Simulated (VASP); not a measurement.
PtS2 (base), 3 atoms in the cell. The structure is trigonal, space group P-3m1 (No. 164). Conventional cell: a = 3.583 Å, b = 3.583 Å, c = 4.664 Å, α = 90.00°, β = 90.00°, γ = 120.00°. Pt (site symmetry -3m) has 6 S at 2.39 Å within 3.2 Å. Within 3.2 Å of S (site symmetry 3m) lie 3 Pt at 2.39 Å and 6 S at 3.06 to 3.18 Å. 

| Item | Value |
| --- | --- |
| Program | VASP 6.6.1 |
| Task | single point |
| Functional | PBE |
| Dispersion | D3(BJ) |
| Potentials or basis | VASP PAW PBE potentials, release 64 (Pt, S) |
| Cutoff | 520 eV |
| k mesh | 12 × 12 × 8 |
| Occupations | gaussian, width 0.01 eV |
| Spin | no spin polarisation |
| Dipole correction | no |
| Further INCAR settings | ALGO = Normal; EDIFF = 1e-06; NBANDS = 18 |

Potentials or basis: VASP PAW PBE potentials, release 64 (Pt, S).

The run is started by

```bash
$ cat potpaw_PBE.64/Pt/POTCAR potpaw_PBE.64/S/POTCAR > POTCAR
$ mpirun -np 1 vasp_std > vasp.out
```

Hardware: 1 thread of Intel(R) Xeon(R) 6975P-C (Granite Rapids), on a shared host.

Question: Estimate the wall time of this run.

Answer: Wall time 41 s on 1 thread of Intel(R) Xeon(R) 6975P-C (Granite Rapids), with other jobs on the host, peak memory 0.26 GiB. Counts: scf iterations 14, k points 131.
